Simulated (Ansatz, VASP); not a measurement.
B3Pd: VASP beside Ansatz

```
CELL_PARAMETERS angstrom
3.28673 0.00000 0.00000
0.00000 3.28673 0.00000
0.00000 0.00000 3.28673
ATOMIC_POSITIONS crystal
B 0.00000 0.50000 0.50000
B 0.50000 0.00000 0.50000
B 0.50000 0.50000 0.00000
Pd 0.00000 0.00000 0.00000
```

Change from the starting cell: species swapped into the AlNi3 type (Pm-3m, No. 221).

Alike in both runs: functional PBE; k mesh 6 × 6 × 6; occupations gaussian, width 0.2 eV; no spin polarisation.

Ansatz relaxed the structure, and its values are those at the end. VASP's run is a single point on that final structure, the one shown.

|  | VASP | Ansatz |
| --- | --- | --- |
| version | VASP 6.6.1 | Ansatz 0.2.0 |
| potentials or method | VASP PAW PBE potentials, release 64 (B, Pd), cutoff 500 eV | scalar-relativistic, plane waves, PAW |
| valence electrons in the cell | 19 | 27 |

```csv
,VASP,Ansatz,Ansatz less VASP
gap on the k mesh at the Fermi level (eV),none,none,-
pressure (GPa),-0.6,-0.6,-0.02
```

A gap of «none» marks a metal or a gap that the smearing closes. VASP's potentials hold 19 valence electrons a cell and Ansatz's 27, so a difference there can come from the potentials and not from the codes.
